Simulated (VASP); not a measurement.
# CdSe (F-43m) in VASP: notebook, part 2 of 2

VASP 6.6.1.

## 3. Single point, r2SCAN

The input, POSCAR:

```
CdSe
1.0
    3.0000808881      3.0000808881      0.0000000000
   -3.0000808881      3.0000808881      0.0000000000
    0.0000000000      3.0000808881      3.0000808881
Cd Se
1 1
Direct
    0.0000000000      0.0000000000      0.0000000000
    0.7500000000      0.2500000000      0.5000000000
```

The input, INCAR.step1:

```
SYSTEM = CdSe
PREC     = Accurate       ! precision mode
ENCUT    = 520            ! plane-wave cutoff, eV
ISMEAR   = 0              ! smearing method
SIGMA    = 0.01           ! smearing width, eV
LREAL    = .False.        ! projectors in reciprocal space
LASPH    = .True.         ! aspherical terms in the spheres
NELM     = 80             ! most SCF steps
NBANDS   = 16             ! bands
GGA      = PE             ! functional
ALGO     = Normal         ! electronic algorithm
EDIFF    = 1E-4           ! SCF threshold, eV
LWAVE    = .True.         ! write WAVECAR
LCHARG   = .False.        ! write CHGCAR
```

The input, INCAR.step2:

```
SYSTEM = CdSe
PREC     = Accurate       ! precision mode
ENCUT    = 520            ! plane-wave cutoff, eV
EDIFF    = 1E-6           ! SCF threshold, eV
ISMEAR   = 0              ! smearing method
SIGMA    = 0.01           ! smearing width, eV
LREAL    = .False.        ! projectors in reciprocal space
LASPH    = .True.         ! aspherical terms in the spheres
NELM     = 80             ! most SCF steps
ALGO     = Normal         ! electronic algorithm
ISIF     = 2              ! what is computed and relaxed
LWAVE    = .False.        ! write WAVECAR
LCHARG   = .False.        ! write CHGCAR
METAGGA  = R2SCAN         ! meta-GGA
LMIXTAU  = .True.       
NBANDS   = 16             ! bands
ISTART   = 1
```

The input, KPOINTS:

```
Automatic mesh
0
Gamma
  6 6 6
  0 0 0
```

Potentials or basis: VASP PAW PBE potentials, release 64 (Cd, Se).

Launch:

```bash
$ cat potpaw_PBE.64/Cd/POTCAR potpaw_PBE.64/Se/POTCAR > POTCAR
$ cp INCAR.step1 INCAR
$ mpirun -np 1 vasp_std > vasp.out
$ cp INCAR.step2 INCAR
$ mpirun -np 1 vasp_std > vasp.out
```

OUTCAR:

```text
SYSTEM = CdSe
   PREC = Accurate
   ENCUT = 520
   EDIFF = 1E-6
   ISMEAR = 0
   LREAL = .False.
   LASPH = .True.
   NELM = 80
   ISIF = 2
   METAGGA = R2SCAN
   ISTART = 1

 ion  position               nearest neighbor table
   1  0.000  0.000  0.000-   2 2.60   2 2.60   2 2.60   2 2.60
   2  0.750  0.250  0.500-   1 2.60   1 2.60   1 2.60   1 2.60

  LATTYP: Found a face centered cubic cell.
 ALAT       =     6.0001617762

  Lattice vectors:

 A1 = (   0.0000000000,   3.0000808881,   3.0000808881)
 A2 = (   3.0000808881,   0.0000000000,   3.0000808881)
 A3 = (   3.0000808881,   3.0000808881,   0.0000000000)

Analysis of symmetry for initial positions (statically):
=====================================================================
 Subroutine PRICEL returns:
 Original cell was already a primitive cell.

 Routine SETGRP: Setting up the symmetry group for a
 face centered cubic supercell.

 Subroutine GETGRP returns: Found 24 space group operations
 (whereof 24 operations were pure point group operations)
 out of a pool of 48 trial point group operations.

The static configuration has the point symmetry T_d .
[... 149 lines left out ...]

  energy without entropy =      -35.86318341  energy(sigma->0) =      -35.86318341

 E-fermi :   1.0866     XC(G=0):  -9.6252

 val. band max:        0.9827503902   @ k =   0.0000   0.0000   0.0000
 cond. band min:       2.1595007288   @ k =   0.0000   0.0000   0.0000
 fundamental gap:      1.1767503386
 Fermi energy:         1.0866478549

 k-point     1 :       0.0000    0.0000    0.0000
  band No.  band energies     occupation
      1     -12.2864      2.00000
      2      -7.3338      2.00000
      3      -7.3337      2.00000
      4      -7.3337      2.00000
      5      -6.8813      2.00000
      6      -6.8813      2.00000
[... 281 lines left out ...]
      3      -7.0830      2.00000
      4      -6.9590      2.00000
      5      -6.8498      2.00000
      6      -6.3554      2.00000
[... 8 lines left out ...]
     15      14.6721      0.00000
     16      14.8295      0.00000

------------------------ aborting loop because EDIFF is reached ----------------------------------------

  FORCE on cell =-STRESS in cart. coord.  units (eV):
  Direction    XX          YY          ZZ          XY          YZ          ZX
  --------------------------------------------------------------------------------------
  -------------------------------------------------------------------------------------
  Total        1.4485770      1.4485770      1.4485770     -0.0000000      0.0000000      0.0000000
  in kB       42.9757311     42.9757311     42.9757311     -0.0000000      0.0000000      0.0000000
  external PRESSURE =      42.9757311 kB  Pullay stress =       0.0000000 kB

 VOLUME and BASIS-vectors are now :
 -----------------------------------------------------------------------------
  energy-cutoff  :      520.00
  volume of cell :       54.00
      direct lattice vectors                 reciprocal lattice vectors
     3.000080888  3.000080888  0.000000000     0.166662173  0.166662173 -0.166662173
    -3.000080888  3.000080888  0.000000000    -0.166662173  0.166662173 -0.166662173
     0.000000000  3.000080888  3.000080888     0.000000000  0.000000000  0.333324346

 POSITION                                       TOTAL-FORCE (eV/Angst)
 -----------------------------------------------------------------------------------
      0.00000      0.00000      0.00000        -0.000000      0.000000      0.000000
      1.50004      4.50012      1.50004         0.000000     -0.000000     -0.000000
 -----------------------------------------------------------------------------------
    total drift:                                0.000000     -0.000000      0.000000

  FREE ENERGIE OF THE ION-ELECTRON SYSTEM (eV)
  ---------------------------------------------------
  free  energy   TOTEN  =       -35.8631834102 eV

  energy  without entropy=      -35.8631834102  energy(sigma->0) =      -35.86318341
```

OUTCAR.step1:

```text
SYSTEM = CdSe
   PREC = Accurate
   ENCUT = 520
   ISMEAR = 0
   LREAL = .False.
   LASPH = .True.
[... 514 lines left out ...]
      0.00000      0.00000      0.00000         0.000000     -0.000000      0.000000
      1.50004      4.50012      1.50004        -0.000000      0.000000      0.000000
 -----------------------------------------------------------------------------------
    total drift:                                0.000000     -0.000000     -0.000000

  FREE ENERGIE OF THE ION-ELECTRON SYSTEM (eV)
  ---------------------------------------------------
  free  energy   TOTEN  =        -5.4001914280 eV

  energy  without entropy=       -5.4001914280  energy(sigma->0) =       -5.40019143
```

OSZICAR.step1:

```text
N       E                     dE             d eps       ncg     rms          rms(c)
DAV:   1     0.106605378008E+03    0.10661E+03   -0.90323E+03   520   0.102E+03
DAV:   2    -0.190409444739E+01   -0.10851E+03   -0.10321E+03   616   0.248E+02
DAV:   3    -0.575727975987E+01   -0.38532E+01   -0.38487E+01   640   0.488E+01
DAV:   4    -0.577256164626E+01   -0.15282E-01   -0.15281E-01   640   0.304E+00
DAV:   5    -0.577266054425E+01   -0.98898E-04   -0.98898E-04   632   0.210E-01    0.683E+00
DAV:   6    -0.542251992529E+01    0.35014E+00   -0.52069E-01   736   0.909E+00    0.531E+00
DAV:   7    -0.539906626420E+01    0.23454E-01   -0.15649E-01   584   0.266E+00    0.220E+00
DAV:   8    -0.539999024003E+01   -0.92398E-03   -0.15516E-02   608   0.155E+00    0.264E-01
DAV:   9    -0.540012489368E+01   -0.13465E-03   -0.15542E-03   584   0.534E-01    0.492E-02
DAV:  10    -0.540019142801E+01   -0.66534E-04   -0.16175E-04   520   0.166E-01
   1 F= -.54001914E+01 E0= -.54001914E+01  d E =-.543808E-73
```

Wall time 81 s (1 thread of Intel Xeon 8259CL, shared host); peak memory 0.19 GiB.

What came out:

- Free energy: -35.8632 eV
- Pressure: 4.3 GPa
- Band gap on the k mesh: 1.18 eV

Caveat: the cell stands under pressure; the PAW data sets were made with another functional, which shifts forces and pressure a little.

## 4. Single point, r2SCAN

This run uses another cell than the first one, of 27.84 Å³/atom.

The input, POSCAR:

```
CdSe
1.0
    3.0307994176      3.0307994176      0.0000000000
   -3.0307994176      3.0307994176      0.0000000000
    0.0000000000      3.0307994176      3.0307994176
Cd Se
1 1
Direct
    0.0000000000      0.0000000000      0.0000000000
    0.7500000000      0.2500000000      0.5000000000
```

The input, INCAR.step1:

```
SYSTEM = CdSe
ALGO = Normal
EDIFF = 1E-4
ENCUT = 520
GGA = PE
ISMEAR = 0
LASPH = .TRUE.
LCHARG = .FALSE.
LREAL = .FALSE.
LWAVE = .TRUE.
NBANDS = 16
NELM = 100
PREC = Accurate
SIGMA = 0.01
```

The input, INCAR.step2:

```
SYSTEM = CdSe
ALGO = Normal
EDIFF = 1E-6
ENCUT = 520
ISIF = 2
ISMEAR = 0
ISTART = 1
LASPH = .TRUE.
LCHARG = .TRUE.
LELF = .TRUE.
LMIXTAU = .TRUE.
LREAL = .FALSE.
LVHAR = .TRUE.
LWAVE = .FALSE.
METAGGA = R2SCAN
NBANDS = 16
NELM = 100
PREC = Accurate
SIGMA = 0.01
```

The input, KPOINTS:

```
k-points
0
G
  6 6 6
  0 0 0
```

Launch:

```bash
$ cat potpaw_PBE.64/Cd/POTCAR potpaw_PBE.64/Se/POTCAR > POTCAR
$ cp INCAR.step1 INCAR
$ mpirun -np 1 vasp_std > vasp.out
$ cp INCAR.step2 INCAR
$ mpirun -np 1 vasp_std > vasp.out
```

It took 72 s on 1 thread of Intel Xeon 8259CL, shared host; peak memory 0.18 GiB.

It converged, with:

* Free energy: -35.8974 eV
* Pressure: 2.3 GPa
* Band gap on the k mesh: 1.11 eV

Levels at points of the mesh, in eV from the valence-band top:
| k point | band 7 | band 8 | band 9 | band 10 | band 11 | band 12 |
| --- | --- | --- | --- | --- | --- | --- |
| (0.00, 0.00, 0.00) | 0.00 | 0.00 | 0.00 | 1.11 | 6.47 | 6.47 |
| (0.50, 0.00, 0.00) | -4.49 | -0.77 | -0.77 | 2.88 | 6.93 | 6.93 |
| (0.50, 0.50, 0.00) | -4.14 | -1.92 | -1.92 | 3.44 | 4.16 | 9.75 |

Caveat: the PAW data sets were made with another functional, which shifts forces and pressure a little.

## 5. Single point, r2SCAN

This run uses another cell than the first one, of 30.12 Å³/atom.

The input, POSCAR:

```
CdSe
1.0
    3.1115420720      3.1115420720      0.0000000000
   -3.1115420720      3.1115420720      0.0000000000
    0.0000000000      3.1115420720      3.1115420720
Cd Se
1 1
Direct
    0.0000000000      0.0000000000      0.0000000000
    0.7500000000      0.2500000000      0.5000000000
```

The input, INCAR.step1:

```
SYSTEM = CdSe
PREC = Accurate ; ENCUT = 520
ISMEAR = 0 ; SIGMA = 0.01
LREAL = .FALSE. ; LASPH = .TRUE.
NELM = 100 ; NBANDS = 16
GGA = PE ; ALGO = Normal
EDIFF = 1E-4 ; LWAVE = .TRUE.
LCHARG = .FALSE.
```

The input, INCAR.step2:

```
SYSTEM = CdSe
PREC = Accurate ; ENCUT = 520
EDIFF = 1E-7 ; ISMEAR = 0
SIGMA = 0.01 ; LREAL = .FALSE.
LASPH = .TRUE. ; NELM = 100
ALGO = Normal ; ISIF = 2
LWAVE = .FALSE. ; LCHARG = .FALSE.
METAGGA = R2SCAN ; LMIXTAU = .TRUE.
NBANDS = 16 ; ISTART = 1
```

The input, KPOINTS:

```
regular mesh
0
G
  6 6 6
  0 0 0
```

Launch:

```bash
$ cat potpaw_PBE.64/Cd/POTCAR potpaw_PBE.64/Se/POTCAR > POTCAR
$ cp INCAR.step1 INCAR
$ mpirun -np 1 vasp_std > vasp.out
$ cp INCAR.step2 INCAR
$ mpirun -np 1 vasp_std > vasp.out
```

Run time: 2 min. Hardware: 1 thread of Intel Xeon 8259CL, shared host; peak memory 0.22 GiB.

It converged, with:

- Free energy: -35.8997 eV
- Pressure: -1.8 GPa
- Band gap on the k mesh: 0.93 eV

Levels at points of the mesh, in eV from the valence-band top:
| k point | band 7 | band 8 | band 9 | band 10 | band 11 | band 12 |
| --- | --- | --- | --- | --- | --- | --- |
| (0.00, 0.00, 0.00) | 0.00 | 0.00 | 0.00 | 0.93 | 6.46 | 6.46 |
| (0.50, 0.00, 0.00) | -4.03 | -0.66 | -0.66 | 2.76 | 6.90 | 6.90 |
| (0.50, 0.50, 0.00) | -3.78 | -1.66 | -1.66 | 3.57 | 4.07 | 9.34 |

Caveat: the PAW data sets were made with another functional, which shifts forces and pressure a little.

## 6. Relaxation of cell and atoms, r2SCAN, target pressure -2 GPa, at which the enthalpy is minimised

This run uses another cell than the first one, of 28.84 Å³/atom.

The input, POSCAR:

```
CdSe
1.0
    3.0667787416      3.0667787416      0.0000000000
   -3.0667787416      3.0667787416      0.0000000000
    0.0000000000      3.0667787416      3.0667787416
Cd Se
1 1
Direct
    0.0000000000      0.0000000000      0.0000000000
    0.7500000000      0.2500000000      0.5000000000
```

The input, INCAR.step1:

```
  ALGO = Normal
  EDIFF = 1E-4
  ENCUT = 600
  GGA = PE
  ISMEAR = 0
  LASPH = True
  LCHARG = False
  LREAL = False
  LWAVE = True
  NELM = 60
  PREC = Accurate
  SIGMA = 0.01
```

The input, INCAR.step2:

```
  ALGO = Normal
  EDIFF = 1E-7
  EDIFFG = -0.002
  ENCUT = 600
  IBRION = 2
  ISIF = 3
  ISMEAR = 0
  ISTART = 1
  LASPH = True
  LCHARG = False
  LMIXTAU = True
  LREAL = False
  LWAVE = False
  METAGGA = R2SCAN
  NELM = 60
  NSW = 100
  PREC = Accurate
  PSTRESS = -20.0
  SIGMA = 0.01
```

The input, KPOINTS:

```
k-points
0
Gamma
  6 6 6
```

Potentials or basis: VASP PAW PBE potentials, release 64 (Cd, Se).

Launch:

```bash
$ cat potpaw_PBE.64/Cd/POTCAR potpaw_PBE.64/Se/POTCAR > POTCAR
$ cp INCAR.step1 INCAR
$ mpirun -np 1 vasp_std > vasp.out
$ cp INCAR.step2 INCAR
$ mpirun -np 1 vasp_std > vasp.out
```

Run time: 4.3 min. Hardware: 1 thread of Intel Xeon 8259CL, shared host; peak memory 0.24 GiB.

Results (log left out):

| Item | Value |
| --- | --- |
| Free energy | -35.8971 eV |
| Relaxed volume | 30.22 Å³/atom |
| Relaxed cell | a = 4.405 Å, b = 4.405 Å, c = 4.405 Å, α = 60.00°, β = 60.00°, γ = 90.00° |
| Space group after relaxing (to 0.1 Å) | F-43m (No. 216) |
| Energy change on relaxing (the run minimises the enthalpy) | +8.1 meV/atom |
| Ionic steps | 3 |
| Pressure after relaxing | -2.0 GPa |
| Band gap on the k mesh | 0.92 eV |

Step by step:
| step | energy change (eV) | largest force (eV/Å) | pressure (GPa) | volume (Å³) |
| --- | --- | --- | --- | --- |
| 1 | 0.0000 | 0.0000 | 0.20 | 57.69 |
| 2 | 0.0249 | 0.0000 | -2.42 | 61.06 |
| 3 | 0.0163 | 0.0000 | -2.00 | 60.43 |

Final structure:
```yaml
crystal:
  lattice:
    - [3.11466, 3.11466, 0.00000]
    - [-3.11466, 3.11466, 0.00000]
    - [0.00000, 3.11466, 3.11466]
  atoms:
    - { symbol: Cd, position: [0.00000, 0.00000, 0.00000] }
    - { symbol: Se, position: [0.75000, 0.25000, 0.50000] }
```

Levels at points of the mesh, in eV from the valence-band top:
| k point | band 6 | band 7 | band 8 | band 9 | band 10 | band 11 | band 12 | band 13 |
| --- | --- | --- | --- | --- | --- | --- | --- | --- |
| (0.00, 0.00, 0.00) | -7.64 | 0.00 | 0.00 | 0.00 | 0.92 | 6.46 | 6.46 | 6.46 |
| (0.50, 0.00, 0.00) | -7.38 | -4.01 | -0.66 | -0.66 | 2.75 | 6.90 | 6.90 | 7.59 |
| (0.50, 0.50, 0.00) | -7.32 | -3.76 | -1.65 | -1.65 | 3.57 | 4.07 | 9.33 | 10.52 |

Caveat: the cell is relaxed towards a set pressure, so the run minimises the enthalpy, not the energy; the PAW data sets were made with another functional, which shifts forces and pressure a little.

## 7. Overview

| task | cell | cutoff (eV) | gap on the mesh (eV) | pressure (GPa) |
| --- | --- | --- | --- | --- |
| single point | a = 4.243 Å, angles 60.0, 60.0, 90.0°, 2 atoms | 520 | 1.18 | 4.3 |
| single point | a = 4.286 Å, angles 60.0, 60.0, 90.0°, 2 atoms | 520 | 1.11 | 2.3 |
| single point | a = 4.400 Å, angles 60.0, 60.0, 90.0°, 2 atoms | 520 | 0.93 | -1.8 |
| relaxation of cell and atoms | relaxed to -2 GPa from a = 4.337 Å, angles 60.0, 60.0, 90.0°, 2 atoms | 600 | 0.92 | -2.0 |

Alike in all rows: level r2SCAN; potentials or basis VASP PAW PBE potentials, release 64 (Cd, Se); no spin polarisation; k mesh 6 × 6 × 6; smearing gaussian 0.01 eV.

Caveats: the PAW data sets were made with another functional, which shifts forces and pressure a little; the cell stands under pressure (at least some runs); the cell is relaxed towards a set pressure, so the run minimises the enthalpy, not the energy (at least some runs).

Absolute energies hang on the potentials; compare differences alone.
